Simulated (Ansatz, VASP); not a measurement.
## One calculation of H2CSF4, two programs

```
C F S H
1.0
     7.92800    0.00000    0.00000
     0.00000    7.92800    0.00000
     0.00000    0.00000    7.92800
C F S H
3 12 3 6
Direct
  0.57373 0.84696 0.93588
  0.21290 0.24632 0.74460
  0.94859 0.60551 0.05960
  0.68089 0.91515 0.04491
  0.45542 0.76316 0.01938
  0.50313 0.96789 0.84474
  0.65580 0.74231 0.83487
  0.07976 0.20480 0.83767
  0.25445 0.11727 0.64654
  0.17444 0.37798 0.64988
  0.34150 0.28368 0.84462
  0.97929 0.74930 0.13881
  0.79294 0.55441 0.09423
  0.96511 0.62771 0.89462
  0.05738 0.48915 0.11068
  0.53485 0.53310 0.48638
  0.87515 0.18226 0.39043
  0.15189 0.74143 0.53329
  0.42387 0.53495 0.35710
  0.61528 0.39845 0.42142
  0.88399 0.34656 0.43578
  0.85219 0.22405 0.22812
  0.12641 0.87202 0.63679
  0.26598 0.82837 0.44258
```

Alike in both runs: functional r2SCAN; dispersion D3(BJ); k mesh 1 × 1 × 1; occupations fermi-dirac, width 0.05 eV; no spin polarisation.

Ansatz relaxed the structure, and its values are those at the end. VASP's run is a single point on that final structure, the one shown.

|  | VASP | Ansatz |
| --- | --- | --- |
| version | VASP 6.6.1 | Ansatz 0.2.0 |
| potentials or method | VASP PAW PBE potentials, release 64 (C, F, S, H), cutoff 520 eV | scalar-relativistic, plane waves, PAW |
| valence electrons in the cell | 120 | 120 |

|  | VASP | Ansatz | Ansatz less VASP |
| --- | --- | --- | --- |
| rms of the force components (eV/Å) | 0.205 | 0.116 | -0.0897 |

VASP's potentials were made for PBE, not for r2SCAN. One of these differences is far larger than is usual between the two programs; its cause wasn't traced. Ansatz's warnings: dispersion damping borrowed.
